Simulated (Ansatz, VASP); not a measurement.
# MoS2 in VASP and in Ansatz

INCAR

```
SYSTEM = MoS2
PREC     = Accurate       ! precision mode
ENCUT    = 520            ! plane-wave cutoff, eV
EDIFF    = 1E-7           ! SCF threshold, eV
ISMEAR   = 0              ! smearing method
SIGMA    = 0.05           ! smearing width, eV
LREAL    = .FALSE.        ! projectors in reciprocal space
LASPH    = .TRUE.         ! aspherical terms in the spheres
NELM     = 100            ! most SCF steps
ALGO     = Normal         ! electronic algorithm
ISIF     = 2              ! what is computed and relaxed
LWAVE    = .FALSE.        ! write WAVECAR
LCHARG   = .TRUE.         ! write CHGCAR
GGA      = PE             ! functional
IVDW     = 12             ! dispersion correction
LELF     = .TRUE.         ! ELF
LVHAR    = .TRUE.       
NBANDS   = 35             ! bands
```

The input KPOINTS:

```
Automatic mesh
0
G
  12 12 4
  0 0 0
```

The input POSCAR:

```
MoS2
1.0
    3.3068000000      0.0000000000      0.0000000000
   -1.6534000000      2.8637728052      0.0000000000
    0.0000000000      0.0000000000     11.0072000000
Mo S
2 4
Direct
    0.6666666667      0.3333333333      0.2501439769
    0.3333333333      0.6666666667      0.7498560231
    0.3333333333      0.6666666667      0.3795985159
    0.6666666667      0.3333333333      0.8793132861
    0.3333333333      0.6666666667      0.1206867139
    0.6666666667      0.3333333333      0.6204014841
```

Input for Ansatz:

```yaml
crystal:
  lattice:
    - [3.3068, 0.0, 0.0]
    - [-1.6534, 2.8637728052, 0.0]
    - [0.0, 0.0, 11.0072]
  atoms:
    - { symbol: Mo, position: [0.6666666667, 0.3333333333, 0.2501439769] }
    - { symbol: Mo, position: [0.3333333333, 0.6666666667, 0.7498560231] }
    - { symbol: S, position: [0.3333333333, 0.6666666667, 0.3795985159] }
    - { symbol: S, position: [0.6666666667, 0.3333333333, 0.8793132861] }
    - { symbol: S, position: [0.3333333333, 0.6666666667, 0.1206867139] }
    - { symbol: S, position: [0.6666666667, 0.3333333333, 0.6204014841] }
basis:
  ecutwfc: 420
kpoints:
  mp_grid: { grid: [12, 12, 4] }
hamiltonian:
  xc: pbe
  pseudopotentials: { kind: paw, azcp: { folder: soft_1 } }
  dispersion: d3bj
scf:
  occupations: { method: gaussian, width: 0.05 }
output:
  forces: true
  stress: true
  eigenvalues: true
```

Alike in both runs: task single point; functional PBE; dispersion D3(BJ); k mesh 12 × 12 × 4; occupations gaussian, width 0.05 eV; no spin polarisation.

```csv
,VASP,Ansatz
version,VASP 6.6.1,Ansatz 0.2.0
potentials or method,"VASP PAW PBE potentials, release 64 (Mo_sv, S), cutoff 520 eV","scalar-relativistic, plane waves, PAW"
valence electrons in the cell,52,52
```

Ansatz gave:

- gap on the k mesh at the Fermi level (eV): none
- pressure (GPa): 1.6
- traceless stress, the component that is largest in VASP (GPa): 16.67
- rms of the force components (eV/Å): 0.729

**Question.** Which values does VASP return?

**Answer.** gap on the k mesh at the Fermi level (eV): none; pressure (GPa): 1.5; traceless stress, the component that is largest in VASP (GPa): 16.65; rms of the force components (eV/Å): 0.719.

Atom by atom the forces differ by 0.010 eV/Å (rms over components). A gap of «none» marks a metal or a gap that the smearing closes.
